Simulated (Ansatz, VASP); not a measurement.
## FeSi in VASP and in Ansatz

```xyz
8
Lattice="4.5300 0.0000 0.0000 0.0000 4.5300 0.0000 0.0000 0.0000 4.5300" Properties=species:S:1:pos:R:3 pbc="T T T"
Fe    0.6184    0.6184    0.6184
Fe    1.6466    3.9116    2.8834
Fe    2.8834    1.6466    3.9116
Fe    3.9116    2.8834    1.6466
Si    3.8161    3.8161    3.8161
Si    2.9789    0.7139    1.5511
Si    1.5511    2.9789    0.7139
Si    0.7139    1.5511    2.9789
```

Alike in both runs: task relaxation of the atoms; functional PBE; k mesh 8 × 8 × 8; no spin polarisation.

```csv
,VASP,Ansatz
version,VASP 6.6.1,Ansatz 0.2.0
potentials or method,"VASP PAW PBE potentials, release 64 (Fe, Si)","scalar-relativistic, plane waves, PAW"
plane-wave cutoff (eV),520,420
occupations,"gaussian, width 0.01 eV",fixed
valence electrons in the cell,48,80
```

VASP gave:

- gap on the k mesh at the Fermi level, each at its own relaxed structure (eV): 0.16

Task: What did Ansatz give for the same quantities?

Result: gap on the k mesh at the Fermi level, each at its own relaxed structure (eV): 0.17.

VASP's potentials hold 48 valence electrons a cell and Ansatz's 80, so a difference there can come from the potentials and not from the codes. Ansatz's warnings: stress scf threshold loose.
